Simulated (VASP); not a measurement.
Crystal: Pb.

```
Pb
1.0
    -1.97966    1.97966    1.97966
     1.97966   -1.97966    1.97966
     1.97966    1.97966   -1.97966
Pb
1
Direct
  0.00000 0.00000 0.00000
```

This isn't the form of Pb at room conditions, which is fcc.

Base run:

```yaml
Program: VASP 6.6.1
Functional: r2SCAN
Potentials_or_basis: VASP PAW PBE potentials, release 64 (Pb_d)
Cutoff: 520 eV
k_mesh: 7 × 7 × 7
Occupations: fermi-dirac, width 0.05 eV
Spin: non-collinear spin, zero start, spin-orbit coupling
Starting_moments: "[[0.0, 0.0, 0.0]] μB"
```

Its results: pressure 0.0 GPa; net moment 0.00 μB per cell.

**Question.** The run is repeated on the same cell with these changes: functional from r2SCAN to PBE. What comes out?

**Answer.** Pressure 1.2 GPa; net moment 0.00 μB per cell.

Caveats: the PAW data sets were made with another functional, which shifts forces and pressure a little (at least some runs).
